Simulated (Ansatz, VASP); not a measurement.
**One calculation of I, two programs**

```
I
1.0
     3.85590   -2.22987    0.00000
     3.85590    2.22987    0.00000
     0.00000    0.00000    9.98130
I
4
Cartesian
  3.8559 -1.4749 1.2259
  3.8559 -0.7550 6.2165
  3.8559 1.4749 8.7554
  3.8559 0.7550 3.7648
```

Alike in both runs: task single point; functional PBEsol; k mesh 8 × 8 × 3; occupations fermi-dirac, width 0.05 eV; no spin polarisation.

|  | VASP | Ansatz |
| --- | --- | --- |
| version | VASP 6.6.1 | Ansatz 0.2.0 |
| potentials or method | VASP PAW PBE potentials, release 64 (I), cutoff 520 eV | plane waves (420 eV) with PAW, scalar-relativistic |
| valence electrons in the cell | 28 | 68 |

Ansatz gave:

```
pressure (GPa)                                                : -1.8
traceless stress, the component that is largest in VASP (GPa) : -1.63
```

Q: What did VASP give for the same quantities?

A: Pressure (GPa): -1.8; traceless stress, the component that is largest in VASP (GPa): -1.64.

VASP's potentials were made for PBE, not for PBEsol, and Ansatz warns of the same on its side. VASP's potentials hold 28 valence electrons a cell and Ansatz's 68, so a difference there can come from the potentials and not from the codes.

Neither program's run includes spin-orbit coupling.
